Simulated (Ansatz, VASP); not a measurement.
**HfSi2O6 in VASP and in Ansatz**

```
CELL_PARAMETERS angstrom
2.60731 -4.94955 0.00000
2.60731 4.94955 0.00000
0.00000 0.00000 6.01911
ATOMIC_POSITIONS crystal
Hf 0.50000 0.50000 0.50000
Si 0.00000 0.50000 0.84427
Si 0.50000 0.00000 0.15573
O 0.22344 0.77656 0.00000
O 0.41104 0.17670 0.31126
O 0.17670 0.41104 0.68874
O 0.77656 0.22344 0.00000
O 0.58896 0.82330 0.31126
O 0.82330 0.58896 0.68874
```

Alike in both runs: functional PBE; k mesh 6 × 6 × 4; occupations gaussian, width 0.02 eV; no spin polarisation.

Ansatz relaxed the structure, and its values are those at the end. VASP's run is a single point on that final structure, the one shown.

```csv
,VASP,Ansatz
version,VASP 6.6.1,Ansatz 0.2.0
potentials or method,"VASP PAW PBE potentials, release 64 (Hf_pv, Si, O), cutoff 520 eV","scalar-relativistic, plane waves, PAW"
valence electrons in the cell,54,70
```

|  | VASP | Ansatz | Ansatz less VASP |
| --- | --- | --- | --- |
| gap on the k mesh at the Fermi level (eV) | 4.94 | 4.94 | +0.001 |
| least direct gap on the mesh (eV) | 5.17 | 5.18 | +0.011 |
| pressure (GPa) | -0.4 | 0.0 | +0.37 |
| rms of the force components (eV/Å) | 0.074 | 0.002 | -0.0723 |

VASP's potentials hold 54 valence electrons a cell and Ansatz's 70, so a difference there can come from the potentials and not from the codes.

Spin-orbit coupling is off throughout.
